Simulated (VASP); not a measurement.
# CuSi16 (a cell with a defect) in VASP: single point with PBEsol

Aim: the single point of CuSi16 (a cell with a defect) with PBEsol.

Program: VASP 6.6.1. These are calculated values, not measurements. Logs are shortened: lines on timing, memory, paths and dates and some standing lists are left out, and cuts for length are marked.

### Step 1. The cell of the first run

The cell holds a defect, 17 atoms: a = 7.679 Å, b = 7.679 Å, c = 7.679 Å, α = 60.00°, β = 60.00°, γ = 60.00°.

### Step 2. Single point, PBEsol

INCAR reads:

```
PREC = Accurate
ENCUT = 520
EDIFF = 1E-6
ISMEAR = -1
SIGMA = 0.05
LREAL = Auto
LASPH = T
NELM = 60
ALGO = Normal
ISIF = 2
LWAVE = F
LCHARG = F
GGA = PS
NELECT = 74.0
NBANDS = 52
```

KPOINTS reads:

```
regular mesh
0
Gamma
  2 2 2
```

POSCAR reads:

```
CuSi16
1.0
    0.0000000000      5.4300000000      5.4300000000
    5.4300000000      0.0000000000      5.4300000000
    5.4300000000      5.4300000000      0.0000000000
Si Cu
16 1
Direct
    0.0063395205     -0.0185325456      0.0071588034
    0.1253205826      0.1145224494      0.1263372675
    0.0095713240     -0.0009259495      0.4989083863
    0.1416314625      0.1185935569      0.6184572368
   -0.0130872749      0.4874734109     -0.0126038846
    0.1112530781      0.6112178720      0.1112227433
    0.0063075197      0.5072623014      0.4814970123
    0.1253168786      0.6264976853      0.6144659709
    0.4979318266     -0.0008744297      0.0099710004
    0.6178442371      0.1188400421      0.1414845992
    0.5125380913      0.0125521400      0.5125500098
    0.6362614364      0.1368540450      0.6367717240
    0.4816524673      0.5070933316      0.0069583511
    0.6141234208      0.6264674561      0.1263034608
    0.4979413805      0.5100337474      0.4989695198
    0.6178798133      0.6414656122      0.6187388781
    0.8183101356      0.3177841746      0.8178572208
```

Potentials or basis: VASP PAW PBE potentials, release 64 (Si, Cu).

Started as:

```sh
cat potpaw_PBE.64/Si/POTCAR potpaw_PBE.64/Cu/POTCAR > POTCAR
mpirun -np 1 vasp_std > vasp.out
```

OUTCAR:

```text
PREC = Accurate
   ENCUT = 520
   EDIFF = 1E-6
   ISMEAR = -1
   LREAL = Auto
   LASPH = T
   NELM = 60
   ISIF = 2
   GGA = PS
   NELECT = 74.0

 ion  position               nearest neighbor table
   1  0.006  0.981  0.007-   2 2.33   6 2.34  17 2.34  10 2.44   4 2.44
   2  0.125  0.115  0.126-   1 2.33   3 2.34   9 2.34   5 2.35
   3  0.010  0.999  0.499-   4 2.33   8 2.34   2 2.34  12 2.35
   4  0.142  0.119  0.618-   3 2.33  11 2.34  17 2.36   7 2.44   1 2.44
   5  0.987  0.487  0.987-   6 2.33  14 2.35   8 2.35   2 2.35
   6  0.111  0.611  0.111-   5 2.33   1 2.34   7 2.34  13 2.34
   7  0.006  0.507  0.481-   8 2.33   6 2.34  17 2.34  16 2.44   4 2.44
   8  0.125  0.626  0.614-   7 2.33   3 2.34  15 2.34   5 2.35
   9  0.498  0.999  0.010-  10 2.33   2 2.34  14 2.34  12 2.35
  10  0.618  0.119  0.141-   9 2.33  11 2.34  17 2.37  13 2.44   1 2.44
  11  0.513  0.013  0.513-  12 2.33   4 2.34  10 2.34  16 2.34
  12  0.636  0.137  0.637-  11 2.33  15 2.35   9 2.35   3 2.35
  13  0.482  0.507  0.007-  14 2.33   6 2.34  17 2.35  16 2.44  10 2.44
  14  0.614  0.626  0.126-  13 2.33   9 2.34  15 2.34   5 2.35
  15  0.498  0.510  0.499-  16 2.33   8 2.34  14 2.34  12 2.35
  16  0.618  0.641  0.619-  15 2.33  11 2.34  17 2.37  13 2.44   7 2.44
  17  0.818  0.318  0.818-   1 2.34   7 2.34  13 2.35   4 2.36  10 2.37  16 2.37

  LATTYP: Found a face centered cubic cell.
 ALAT       =    10.8600000000

  Lattice vectors:

 A1 = (   0.0000000000,   5.4300000000,   5.4300000000)
 A2 = (   5.4300000000,   0.0000000000,   5.4300000000)
 A3 = (   5.4300000000,   5.4300000000,   0.0000000000)

Analysis of symmetry for initial positions (statically):
=====================================================================
 Subroutine PRICEL returns:
 Original cell was already a primitive cell.

 Routine SETGRP: Setting up the symmetry group for a
 face centered cubic supercell.

 Subroutine GETGRP returns: Found  1 space group operations
 (whereof  1 operations were pure point group operations)
 out of a pool of 48 trial point group operations.

The static configuration has the point symmetry C_1 .

Analysis of symmetry for dynamics (positions and initial velocities):
=====================================================================
 Subroutine PRICEL returns:
 Original cell was already a primitive cell.

 Routine SETGRP: Setting up the symmetry group for a
 face centered cubic supercell.

 Subroutine GETGRP returns: Found  1 space group operations
 (whereof  1 operations were pure point group operations)
 out of a pool of 48 trial point group operations.

The dynamic configuration has the point symmetry C_1 .

 Subroutine INISYM returns: Found  1 space group operations
 (whereof  1 operations are pure point group operations),
 and found     1 'primitive' translations

----------------------------------------------------------------------------------------

                                     Primitive cell

  volume of cell :     320.2060

  direct lattice vectors                    reciprocal lattice vectors
     0.000000000  5.430000000  5.430000000    -0.092081031  0.092081031  0.092081031
     5.430000000  0.000000000  5.430000000     0.092081031 -0.092081031  0.092081031
     5.430000000  5.430000000  0.000000000     0.092081031  0.092081031 -0.092081031

  length of vectors
     7.679179644  7.679179644  7.679179644     0.159489025  0.159489025  0.159489025

  position of ions in fractional coordinates (direct lattice)
     0.006339520  0.981467454  0.007158803
     0.125320583  0.114522449  0.126337267
     0.009571324  0.999074050  0.498908386
     0.141631463  0.118593557  0.618457237
     0.986912725  0.487473411  0.987396115
     0.111253078  0.611217872  0.111222743
[... 9 lines left out ...]
     0.617879813  0.641465612  0.618738878
     0.818310136  0.317784175  0.817857221

  ion indices of the primitive-cell ions
   primitive index   ion index
                 1           1
                 2           2
                 3           3
                 4           4
                 5           5
                 6           6
[... 9 lines left out ...]
                16          16
                17          17

----------------------------------------------------------------------------------------

 KPOINTS: regular mesh

Automatic generation of k-mesh.
 Grid dimensions read from file:
 generate k-points for:    2    2    2

 Generating k-lattice:

  Cartesian coordinates                     Fractional coordinates (reciprocal lattice)
    -0.046040516  0.046040516  0.046040516     0.500000000  0.000000000  0.000000000
     0.046040516 -0.046040516  0.046040516     0.000000000  0.500000000  0.000000000
     0.046040516  0.046040516 -0.046040516     0.000000000  0.000000000  0.500000000

  Length of vectors
     0.079744512  0.079744512  0.079744512

  Shift w.r.t. Gamma in fractional coordinates (k-lattice)
     0.000000000  0.000000000  0.000000000

 Subroutine IBZKPT returns following result:
 ===========================================

 Found      8 irreducible k-points:

 Following reciprocal coordinates:
            Coordinates               Weight
  0.000000  0.000000  0.000000      1.000000
  0.500000  0.000000  0.000000      1.000000
  0.000000  0.500000  0.000000      1.000000
  0.000000  0.000000  0.500000      1.000000
  0.500000  0.500000  0.500000      1.000000
  0.500000  0.500000  0.000000      1.000000
  0.000000  0.500000  0.500000      1.000000
  0.500000  0.000000  0.500000      1.000000
   k-points           NKPTS =      8   k-points in BZ     NKDIM =      8   number of bands    NBANDS=     52
   number of dos      NEDOS =    301   number of ions     NIONS =     17
   total plane-waves  NPLWV = 216000
   dimension x,y,z NGX =    60 NGY =   60 NGZ =   60
   dimension x,y,z NGXF=   120 NGYF=  120 NGZF=  120
   ions per type =              16   1
   NGX,Y,Z   is equivalent  to a cutoff of  12.99, 12.99, 12.99 a.u.
   NGXF,Y,Z  is equivalent  to a cutoff of  25.98, 25.98, 25.98 a.u.
 SYSTEM =  unknown system
   PREC   = accura    normal or accurate (medium, high low for compatibility)
   ISTART =      0    job   : 0-new  1-cont  2-samecut
   ICHARG =      2    charge: 1-file 2-atom 10-const
   ISPIN  =      1    spin polarized calculation?
   LNONCOLLINEAR =      F non collinear calculations
   LSORBIT =      F    spin-orbit coupling
   LASPH  =      T    aspherical Exc in radial PAW
   ENCUT  =  520.0 eV  38.22 Ry    6.18 a.u.  14.28 14.28 14.28*2*pi/ulx,y,z
   NELM   =     60;   NELMIN=  2; NELMDL= -5     # of ELM steps
   EDIFF  = 0.1E-05   stopping-criterion for ELM
   LREAL  =      T    real-space projection
   EDIFFG = 0.1E-04   stopping-criterion for IOM
   NSW    =      0    number of steps for IOM
   IBRION =     -1    ionic relax: 0-MD 1-quasi-New 2-CG
   NFREE  =      0    steps in history (QN), initial steepest desc. (CG)
   ISIF   =      2    stress and relaxation
   ISYM   =      2    0-nonsym 1-usesym 2-fastsym
   POTIM  = 0.5000    time-step for ionic-motion
   TEBEG  =    0.0;   TEEND  =   0.0 temperature during run
   PSTRESS=    0.0 pullay stress
   NELECT =      74.0000    total number of electrons
   NUPDOWN=      -1.0000    fix difference up-down
   EMIN   =  10.00;   EMAX   =-10.00  energy-range for DOS
   EFERMI =   0.00;   METHOD = LEGACY
   ISMEAR =    -1;   SIGMA  =   0.05  broadening in eV -4-tet -1-fermi 0-gaus
   EFERMI_NEDOS =   21; number of points for ismear=-14 and -15
   IALGO  =     38    algorithm
   IMIX   =      4    mixing-type and parameters
     AMIX     =   0.40;   BMIX     =  1.00
     AMIX_MAG =   1.60;   BMIX_MAG =  1.00
  volume/ion in A,a.u.               =      18.84       127.11
  Fermi-wavevector in a.u.,A,eV,Ry     =   1.004636  1.898488 13.732283  1.009294
  Thomas-Fermi vector in A             =   2.137265
   LORBIT       =      0    0 simple, 1 ext, 2 COOP (PROOUT), +10 PAW based schemes
   GGA     = PS    functional components
   LHFCALC =     F    Hartree Fock is set to
   AEXX    =    0.0000 exact exchange contribution
   IVDW    =     0    specifies the selected vdW correction
   LEPSILON=     F    determine dielectric tensor
   LRPA    =     F    only Hartree local field effects (RPA)
 non-spin polarized calculation
  energy-cutoff  :      520.00
  volume of cell :      320.21
 maximum number of plane-waves:      8646
 NGX is ok and might be reduce to    60
   NGX = 29   NGY = 29   NGZ = 29

 number of electron      74.0000003 magnetization

 Free energy of the ion-electron system (eV)
  ---------------------------------------------------
  ext. energy  EPLUGINS =         0.00000000
  ---------------------------------------------------
  free energy    TOTEN  =      -100.07269680 eV

  energy without entropy =     -100.04943471  energy(sigma->0) =     -100.06106575

 E-fermi :   6.3373     XC(G=0):  -9.7618

 val. band max:        6.3232434775   @ k =   0.0000   0.0000   0.0000
 cond. band min:       6.3988198367   @ k =   0.0000   0.0000   0.0000
 fundamental gap:      0.0755763592
 Fermi energy:         6.3372937044

 k-point     1 :       0.0000    0.0000    0.0000
  band No.  band energies     occupation
      1      -5.9773      2.00000
      2      -3.6146      2.00000
      3      -3.5643      2.00000
      4      -3.5642      2.00000
      5      -3.5164      2.00000
      6      -2.0138      2.00000
[... 41 lines left out ...]
     48       8.3677      0.00000
     49       8.3685      0.00000

 k-point     2 :       0.5000    0.0000    0.0000
  band No.  band energies     occupation
      1      -5.2630      2.00000
      2      -5.0613      2.00000
      3      -3.3883      2.00000
      4      -3.2976      2.00000
      5      -3.1759      2.00000
      6      -3.1429      2.00000
[... 304 lines left out ...]
 k-point     8 :       0.5000    0.0000    0.5000
  band No.  band energies     occupation
      1      -5.0224      2.00000
      2      -4.7762      2.00000
      3      -3.9878      2.00000
      4      -3.8420      2.00000
      5      -3.8130      2.00000
      6      -3.7889      2.00000
[... 41 lines left out ...]
     48      10.3108      0.00000
     49      10.3233      0.00000
 [bands above 49 left out]

------------------------ aborting loop because EDIFF is reached ----------------------------------------

  FORCE on cell =-STRESS in cart. coord.  units (eV):
  Direction    XX          YY          ZZ          XY          YZ          ZX
  --------------------------------------------------------------------------------------
  -------------------------------------------------------------------------------------
  Total       -5.1144097     -5.1136248     -5.1133045      0.5001039      0.4971230      0.5021047
  in kB      -25.5903727    -25.5864453    -25.5848429      2.5023113      2.4873963      2.5123223
  external PRESSURE =     -25.5872203 kB  Pullay stress =       0.0000000 kB

 VOLUME and BASIS-vectors are now :
 -----------------------------------------------------------------------------
  energy-cutoff  :      520.00
  volume of cell :      320.21
      direct lattice vectors                 reciprocal lattice vectors
     0.000000000  5.430000000  5.430000000    -0.092081031  0.092081031  0.092081031
     5.430000000  0.000000000  5.430000000     0.092081031 -0.092081031  0.092081031
     5.430000000  5.430000000  0.000000000     0.092081031  0.092081031 -0.092081031

 POSITION                                       TOTAL-FORCE (eV/Angst)
 -----------------------------------------------------------------------------------
      5.36824      0.07330      5.36379        -0.017908     -0.030404     -0.009102
      1.30787      1.36650      1.30235         0.003999      0.010840      0.006621
      8.13404      2.76104      5.47694         0.013873     -0.011263     -0.012549
      4.00219      4.12728      1.41302         0.007043      0.011548      0.010080
      8.00854     10.72050      8.00592        -0.020897     -0.018633     -0.018677
      3.92285      1.20804      3.92302         0.015452      0.022211      0.020922
[... 9 lines left out ...]
      6.84291      6.71484      6.83825         0.016317      0.003840      0.025842
      6.16653      8.88439      6.16899         0.032250      0.004201      0.007929
 -----------------------------------------------------------------------------------
    total drift:                                0.001261     -0.001439      0.000826

  FREE ENERGIE OF THE ION-ELECTRON SYSTEM (eV)
  ---------------------------------------------------
  free  energy   TOTEN  =      -100.0726967969 eV

  energy  without entropy=     -100.0494347130  energy(sigma->0) =     -100.06106575
```

Wall time 4.1 min (1 thread of Intel Xeon 6975P-C (Granite Rapids), shared host); peak memory 0.48 GiB.

Results:

| Property | Result |
| --- | --- |
| Free energy | -100.0727 eV |
| Largest force | 0.042 eV/Å |

Forces on the atoms (eV/Å):
```
Si  -0.018 -0.030 -0.009
Si   0.004  0.011  0.007
Si   0.014 -0.011 -0.013
Si   0.007  0.012  0.010
Si  -0.021 -0.019 -0.019
Si   0.015  0.022  0.021
Si  -0.020 -0.010 -0.030
Si   0.003  0.007  0.011
Si  -0.012 -0.006  0.013
Si   0.014  0.025  0.004
Si  -0.010 -0.003 -0.004
Si   0.001  0.002  0.001
Si  -0.027 -0.023 -0.024
Si   0.012  0.002  0.002
Si  -0.012  0.013 -0.006
Si   0.016  0.004  0.026
Cu   0.032  0.004  0.008
```

Levels at points of the mesh, in eV from the Fermi level:
```csv
k point,band 35,band 36,band 37,band 38,band 39,band 40
"(0.00, 0.00, 0.00)",-0.52,-0.19,-0.01,0.06,0.06,0.48
"(0.50, 0.00, 0.00)",-0.97,-0.89,-0.71,0.60,0.97,1.04
"(0.00, 0.50, 0.00)",-0.97,-0.89,-0.71,0.59,0.97,1.04
"(0.00, 0.00, 0.50)",-0.97,-0.89,-0.71,0.60,0.97,1.04
"(0.50, 0.50, 0.50)",-0.89,-0.50,-0.50,0.52,0.90,1.40
"(0.50, 0.50, 0.00)",-1.46,-1.44,-1.14,0.66,0.77,1.82
"(0.00, 0.50, 0.50)",-1.46,-1.44,-1.14,0.66,0.77,1.82
"(0.50, 0.00, 0.50)",-1.46,-1.44,-1.14,0.66,0.77,1.82
```

Caveat: the k points lie up to 0.50 Å⁻¹ apart; the cell carries a net charge on a neutralising background, which shifts energy and pressure; the cell is charged against a uniform background, so pressure and absolute levels hang on convention; the PAW data sets were made with another functional, which shifts forces and pressure a little.
